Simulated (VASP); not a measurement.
Runs of VASP 6.6.1 on InAs. The structure is that of space group F-43m (No. 216), or close to it. The cells are those of the table. 

```tsv
cell	gap on the mesh (eV)	pressure (GPa)
a = 4.304, b = 4.304, c = 6.209 Å, 4 atoms	none	-1.0
a = 4.304, b = 4.304, c = 6.087 Å, 4 atoms	none	(a)
a = 4.304, b = 4.304, c = 6.026 Å, 4 atoms	-	0.6
a = 4.304, b = 4.304, c = 5.965 Å, 4 atoms	-	1.3
a = 4.304, b = 4.304, c = 6.148 Å, 4 atoms	none	(b)
a = 4.304, b = 4.304, c = 6.270 Å, 4 atoms	none	-1.5
```

Alike in all rows: task single point; level PBEsol; potentials or basis VASP PAW PBE potentials, release 64 (In_d, As); no spin polarisation; k mesh 12 × 12 × 10; cutoff (eV) 520; smearing gaussian 0.1 eV.

Task: Fill in the values left out.

Result: (a) 0.1; (b) -0.5.

Caveats: the PAW data sets were made with another functional, which shifts forces and pressure a little; spin-orbit coupling is left out, which moves the levels of the heavy elements.

A k mesh can miss the band edges, and the runs leave out spin-orbit coupling on As, In.

A gap of «none» marks levels without a gap at the run's occupations.
